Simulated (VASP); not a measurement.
# CdTeS4 (P-6m2) in VASP: further runs, part 2 of 2

VASP 6.6.1. The steps go on from the part before.

**4. Relaxation of cell and atoms, PBE**

INCAR reads:

```
PREC = Accurate
ENCUT = 600
EDIFF = 1E-6
ISMEAR = 0
SIGMA = 0.1
LREAL = F
LASPH = T
NELM = 100
ALGO = Normal
ISIF = 3
LWAVE = F
LCHARG = F
GGA = PE
IBRION = 2
NSW = 90
EDIFFG = -0.04
```

KPOINTS reads:

```
Automatic mesh
0
Gamma
  6 6 2
```

POSCAR reads:

```
CdTeS4
1.0
    3.4456116500      0.0000000000      0.0000000000
   -1.7228058300      2.9839872200      0.0000000000
    0.0000000000      0.0000000000     13.6556548100
Cd Te S
1 1 4
Direct
    0.0000000000      0.0000000000      0.5000000000
    0.6666666700      0.3333333300      0.0000000000
    0.6666666700      0.3333333300      0.6276410200
    0.0000000000      0.0000000000      0.8771510100
    0.0000000000      0.0000000000      0.1228489900
    0.6666666700      0.3333333300      0.3723589800
```

Potentials or basis: VASP PAW PBE potentials, release 64 (Cd, Te, S).

Command:

```console
cat potpaw_PBE.64/Cd/POTCAR potpaw_PBE.64/Te/POTCAR potpaw_PBE.64/S/POTCAR > POTCAR
mpirun -np 1 vasp_std > vasp.out
```

OUTCAR:

```text
PREC = Accurate
   ENCUT = 600
   EDIFF = 1E-6
   ISMEAR = 0
   LREAL = F
   LASPH = T
   NELM = 100
   ISIF = 3
   GGA = PE
   IBRION = 2
   NSW = 90
   EDIFFG = -0.04

 ion  position               nearest neighbor table
   1  0.000  0.000  0.500-   3 2.64   6 2.64   3 2.64   6 2.64   3 2.64   6 2.64
   2  0.667  0.333  0.000-   4 2.60   5 2.60   4 2.60   5 2.60   4 2.60   5 2.60
   3  0.667  0.333  0.628-   1 2.64   1 2.64   1 2.64
   4  0.000  0.000  0.877-   2 2.60   2 2.60   2 2.60
   5  0.000  0.000  0.123-   2 2.60   2 2.60   2 2.60
   6  0.667  0.333  0.372-   1 2.64   1 2.64   1 2.64

  LATTYP: Found a hexagonal cell.
 ALAT       =     3.4456116500
 C/A-ratio  =     3.9632019499

  Lattice vectors:

 A1 = (   3.4456116500,   0.0000000000,   0.0000000000)
[... 290 lines left out ...]
  free  energy   TOTEN  =       -18.0266845572 eV

  energy  without entropy=      -17.9966138613  energy(sigma->0) =      -18.01164921

[... ionic steps 4 to 16 ...]

--------------------------------------- Ionic step       17  -------------------------------------------

 number of electron      42.0000008 magnetization

------------------------ aborting loop because EDIFF is reached ----------------------------------------
[... 75 lines left out ...]
--------------------------------------- Ionic step       19  -------------------------------------------

 number of electron      42.0000007 magnetization

 Free energy of the ion-electron system (eV)
  ---------------------------------------------------
  ext. energy  EPLUGINS =         0.00000000
  ---------------------------------------------------
  free energy    TOTEN  =       -18.80676523 eV

  energy without entropy =      -18.79525840  energy(sigma->0) =      -18.80101181

 E-fermi :   3.0361     XC(G=0):  -8.7031

 val. band max:        3.0126290184   @ k =   0.0000   0.0000   0.0000
 cond. band min:       3.0976344014   @ k =   0.1667   0.0000   0.5000
 fundamental gap:      0.0850053830
 Fermi energy:         3.0360934299

 k-point     1 :       0.0000    0.0000    0.0000
  band No.  band energies     occupation
      1     -11.8505      2.00000
      2     -11.2852      2.00000
      3      -9.5223      2.00000
      4      -8.1819      2.00000
      5      -6.5772      2.00000
      6      -5.4395      2.00000
[... 414 lines left out ...]
  FREE ENERGIE OF THE ION-ELECTRON SYSTEM (eV)
  ---------------------------------------------------
  free  energy   TOTEN  =       -18.8067652286 eV

  energy  without entropy=      -18.7952583980  energy(sigma->0) =      -18.80101181

 reached required accuracy - stopping structural energy minimisation
```

OSZICAR:

```text
N       E                     dE             d eps       ncg     rms          rms(c)
DAV:   1     0.280063258571E+03    0.28006E+03   -0.20526E+04   700   0.165E+03
DAV:   2     0.632640801755E+00   -0.27943E+03   -0.27580E+03   851   0.311E+02
DAV:   3    -0.191433741570E+02   -0.19776E+02   -0.19526E+02   853   0.829E+01
[... 223 lines left out ...]
DAV:   3    -0.188069609351E+02    0.60110E-03   -0.78598E-04   798   0.165E-01    0.961E-02
DAV:   4    -0.188067886210E+02    0.17231E-03   -0.27028E-04   818   0.829E-02    0.640E-02
DAV:   5    -0.188067621051E+02    0.26516E-04   -0.90815E-05   818   0.519E-02    0.420E-02
DAV:   6    -0.188067647942E+02   -0.26891E-05   -0.82895E-06   755   0.181E-02    0.251E-02
DAV:   7    -0.188067652286E+02   -0.43441E-06   -0.37970E-06   616   0.100E-02
  19 F= -.18806765E+02 E0= -.18801012E+02  d E =-.370404E-02
```

Run time: 10 min. Hardware: 1 thread of Intel Xeon Platinum 8488C (Sapphire Rapids), shared host; peak memory 0.33 GiB.

Results:

```
Free energy                           : -18.8068 eV
Relaxed volume                        : 26.94 Å³/atom
Relaxed cell                          : a = 3.989 Å, b = 3.989 Å, c = 11.732 Å, α = 90.00°, β = 90.00°, γ = 120.00°
Space group after relaxing (to 0.1 Å) : P-6m2 (No. 187)
Energy gained by relaxing             : 173.5 meV/atom
Ionic steps                           : 19
Pressure after relaxing               : -0.2 GPa
Largest force after relaxing          : 0.008 eV/Å
```

Forces on the atoms (eV/Å):
```
Cd   0.000  0.000  0.000
Te   0.000  0.000  0.000
S    0.000  0.000 -0.006
S    0.000  0.000  0.008
S    0.000  0.000 -0.008
S    0.000  0.000  0.006
```

Step by step:
```csv
step,energy change (eV),largest force (eV/Å),pressure (GPa),volume (Å³)
1,0.0000,1.3225,6.35,140.40
2,-0.1582,0.7069,-3.03,160.10
3,-0.2611,0.3415,0.00,151.92
4,-0.2912,0.3207,-0.02,152.72
5,-0.3831,0.4615,-0.13,154.97
6,-0.5535,0.5299,-0.23,158.79
7,-0.7518,1.3727,0.13,163.34
8,-0.6470,0.8651,-0.40,160.62
9,-0.8088,1.0345,-0.39,162.25
10,-0.8225,1.1993,-0.27,162.87
11,-0.8261,1.1431,-0.33,162.68
12,-0.8449,1.1115,-0.36,163.12
13,-0.8571,1.0530,-0.38,163.96
14,-0.8860,0.9551,-0.37,163.80
15,-0.9572,0.6747,-0.33,163.34
16,-1.0321,0.1627,-0.16,162.36
17,-1.0375,0.1833,-0.08,162.02
18,-1.0396,0.1133,-0.11,161.89
19,-1.0412,0.0081,-0.18,161.65
```

Final structure:
```
Cd Te S
1.0
     3.98878    0.00000    0.00000
    -1.99439    3.45439    0.00000
     0.00000    0.00000   11.73188
Cd Te S
1 1 4
Direct
  0.00000 0.00000 0.50000
  0.66667 0.33333 0.00000
  0.66667 0.33333 0.60104
  0.00000 0.00000 0.86120
  0.00000 0.00000 0.13880
  0.66667 0.33333 0.39896
```

Caveat: the volume moved by over 15 % at a fixed basis, so the end points are rough; spin-orbit coupling is left out, which moves the levels of the heavy elements.

**5. Single point, PBE**

This run uses another cell than the first one, of 26.28 Å³/atom.

INCAR reads:

```
SYSTEM = CdTeS4
ALGO     = Normal         ! electronic algorithm
EDIFF    = 1E-6           ! SCF threshold, eV
ENCUT    = 520            ! plane-wave cutoff, eV
GGA      = PE             ! functional
ISIF     = 2              ! what is computed and relaxed
ISMEAR   = 0              ! smearing method
LASPH    = .True.         ! aspherical terms in the spheres
LCHARG   = .True.         ! write CHGCAR
LELF     = .True.         ! ELF
LREAL    = .False.        ! projectors in reciprocal space
LVHAR    = .True.       
LWAVE    = .False.        ! write WAVECAR
NBANDS   = 30             ! bands
NELM     = 60             ! most SCF steps
PREC     = Accurate       ! precision mode
SIGMA    = 0.1            ! smearing width, eV
```

KPOINTS reads:

```
k-points
0
Gamma
  12 12 4
  0 0 0
```

POSCAR reads:

```
CdTeS4
1.0
    3.9773942807      0.0000000000      0.0000000000
   -1.9886971403      3.4445244879      0.0000000000
    0.0000000000      0.0000000000     11.5073326804
Cd Te S
1 1 4
Direct
    0.0000000000      0.0000000000      0.5000000000
    0.6666666667      0.3333333333      0.0000000000
    0.6666666667      0.3333333333      0.6033295946
    0.0000000000      0.0000000000      0.8581897353
    0.0000000000      0.0000000000      0.1418102647
    0.6666666667      0.3333333333      0.3966704054
```

Command:

```console
cat potpaw_PBE.64/Cd/POTCAR potpaw_PBE.64/Te/POTCAR potpaw_PBE.64/S/POTCAR > POTCAR
mpirun -np 1 vasp_std > vasp.out
```

Wall time 4.2 min (1 thread of Intel Xeon Platinum 8488C (Sapphire Rapids), shared host); peak memory 0.42 GiB.

The run converged. Its results:

```yaml
Free_energy: -18.8206 eV
Pressure: 0.1 GPa
Largest_force: 0.019 eV/Å
```

Forces on the atoms (eV/Å):
```
Cd   0.000  0.000  0.000
Te   0.000  0.000  0.000
S    0.000  0.000  0.008
S    0.000  0.000  0.019
S    0.000  0.000 -0.019
S    0.000  0.000 -0.008
```

Stress tensor (GPa, compression positive):
```
 0.10  0.00  0.00
 0.00  0.10  0.00
 0.00  0.00 -0.05
```

Levels at points of the mesh, in eV from the Fermi level:
```csv
k point,band 17,band 18,band 19,band 20,band 21,band 22,band 23,band 24,band 25,band 26
"(0.00, 0.00, 0.00)",-1.57,-1.47,-1.47,-0.08,-0.08,-0.05,0.18,0.18,1.07,1.68
"(0.50, 0.00, 0.00)",-2.43,-2.01,-1.96,-1.11,-0.12,0.55,1.15,1.51,1.58,2.96
"(0.00, 0.00, 0.50)",-1.62,-1.41,-1.41,-0.09,-0.09,0.18,0.18,0.42,1.15,1.24
"(0.50, 0.00, 0.50)",-2.55,-1.92,-1.71,-1.22,-0.16,0.23,1.14,1.55,1.85,2.98
```

Caveat: spin-orbit coupling is left out, which moves the levels of the heavy elements.

**6. Relaxation of cell and atoms, PBE**

This run uses another cell than the first one, of 26.28 Å³/atom.

INCAR reads:

```
  PREC = Accurate
  ENCUT = 600
  EDIFF = 1E-6
  ISMEAR = 0
  SIGMA = 0.1
  LREAL = F
  LASPH = T
  NELM = 80
  ALGO = Normal
  ISIF = 3
  LWAVE = F
  LCHARG = F
  GGA = PE
  IBRION = 2
  NSW = 100
  EDIFFG = -0.01
```

KPOINTS reads:

```
Automatic mesh
0
Gamma
  12 12 4
```

POSCAR reads:

```
CdTeS4
1.0
    3.9781035144      0.0000000000      0.0000000000
   -1.9890517572      3.4451387024      0.0000000000
    0.0000000000      0.0000000000     11.5058040596
Cd Te S
1 1 4
Direct
    0.0000000000      0.0000000000      0.5000000000
    0.6666666667      0.3333333333      0.0000000000
    0.6666666667      0.3333333333      0.6034194390
    0.0000000000      0.0000000000      0.8579853118
    0.0000000000      0.0000000000      0.1420146882
    0.6666666667      0.3333333333      0.3965805610
```

Potentials or basis: VASP PAW PBE potentials, release 64 (Cd, Te, S).

Command:

```console
cat potpaw_PBE.64/Cd/POTCAR potpaw_PBE.64/Te/POTCAR potpaw_PBE.64/S/POTCAR > POTCAR
mpirun -np 1 vasp_std > vasp.out
```

It took 6.6 min on 1 thread of Intel Xeon Platinum 8488C (Sapphire Rapids), shared host; peak memory 0.51 GiB.

The run converged. Its results:

- Free energy: -18.8211 eV
- Relaxed volume: 26.30 Å³/atom
- Relaxed cell: a = 3.982 Å, b = 3.982 Å, c = 11.491 Å, α = 90.00°, β = 90.00°, γ = 120.00°
- Space group after relaxing (to 0.1 Å): P-6m2 (No. 187)
- Energy gained by relaxing: 0.0 meV/atom
- Ionic steps: 4
- Pressure after relaxing: 0.0 GPa
- Largest force after relaxing: 0.005 eV/Å

Forces in eV/Å, atoms in the order of the input:
```
Cd   0.000  0.000  0.000
Te   0.000  0.000  0.000
S    0.000  0.000 -0.005
S    0.000  0.000  0.005
S    0.000  0.000 -0.005
S    0.000  0.000  0.005
```

Step by step:
| step | energy change (eV) | largest force (eV/Å) | pressure (GPa) | volume (Å³) |
| --- | --- | --- | --- | --- |
| 1 | 0.0000 | 0.0367 | -0.01 | 157.69 |
| 2 | -0.0002 | 0.0137 | 0.02 | 157.67 |
| 3 | -0.0002 | 0.0132 | 0.04 | 157.66 |
| 4 | -0.0002 | 0.0054 | -0.02 | 157.81 |

Final structure:
```yaml
crystal:
  lattice:
    - [3.98220, 0.00000, 0.00000]
    - [-1.99110, 3.44869, 0.00000]
    - [0.00000, 0.00000, 11.49123]
  atoms:
    - { symbol: Cd, position: [0.00000, 0.00000, 0.50000] }
    - { symbol: Te, position: [0.66667, 0.33333, 0.00000] }
    - { symbol: S, position: [0.66667, 0.33333, 0.60345] }
    - { symbol: S, position: [0.00000, 0.00000, 0.85825] }
    - { symbol: S, position: [0.00000, 0.00000, 0.14175] }
    - { symbol: S, position: [0.66667, 0.33333, 0.39655] }
```

Levels at points of the mesh, in eV from the Fermi level:
```
           k point  band 18  band 19  band 20  band 21  band 22  band 23  band 24  band 25
(0.00, 0.00, 0.00)    -1.47    -1.47    -0.08    -0.08    -0.05     0.18     0.18     1.06
(0.50, 0.00, 0.00)    -2.01    -1.95    -1.09    -0.12     0.56     1.16     1.52     1.58
(0.00, 0.00, 0.50)    -1.41    -1.41    -0.09    -0.09     0.18     0.18     0.41     1.21
(0.50, 0.00, 0.50)    -1.91    -1.70    -1.21    -0.16     0.24     1.14     1.55     1.86
```

Caveat: spin-orbit coupling is left out, which moves the levels of the heavy elements.

**7. Summary**

| task | cell | k mesh | cutoff (eV) | pressure (GPa) | relaxed volume (Å³/atom) | largest force (eV/Å) |
| --- | --- | --- | --- | --- | --- | --- |
| single point | a = 3.446, b = 3.446, c = 13.656 Å, angles 90.0, 90.0, 120.0°, 6 atoms, atomic positions A | 6 × 6 × 2 | 520 | 6.3 | - | 1.32 |
| single point | a = 3.978, b = 3.978, c = 11.506 Å, angles 90.0, 90.0, 120.0°, 6 atoms, atomic positions B | 6 × 6 × 2 | 520 | 0.0 | - | 0.02 |
| relaxation of cell and atoms | relaxed from a = 3.446, b = 3.446, c = 13.656 Å, angles 90.0, 90.0, 120.0°, 6 atoms, atomic positions A | 6 × 6 × 2 | 600 | -0.2 | 26.94 | 0.01 |
| single point | a = 3.977, b = 3.977, c = 11.507 Å, angles 90.0, 90.0, 120.0°, 6 atoms, atomic positions B | 12 × 12 × 4 | 520 | 0.1 | - | 0.02 |
| relaxation of cell and atoms | relaxed from a = 3.978, b = 3.978, c = 11.506 Å, angles 90.0, 90.0, 120.0°, 6 atoms, atomic positions B | 12 × 12 × 4 | 600 | 0.0 | 26.30 | 0.01 |

Alike in all rows: level PBE; potentials or basis VASP PAW PBE potentials, release 64 (Cd, Te, S); no spin polarisation; smearing gaussian 0.1 eV.

Caveats: spin-orbit coupling is left out, which moves the levels of the heavy elements; the cell stands under pressure (at least some runs); semilocal functionals underestimate gaps, so a narrow gap can read as zero (at least some runs); forces of over 1 eV/Å act on the atoms, so gaps and moduli don't describe the material at rest (at least some runs); the volume moved by over 15 % at a fixed basis, so the end points are rough (at least some runs).

Absolute energies hang on the potentials; compare differences alone.
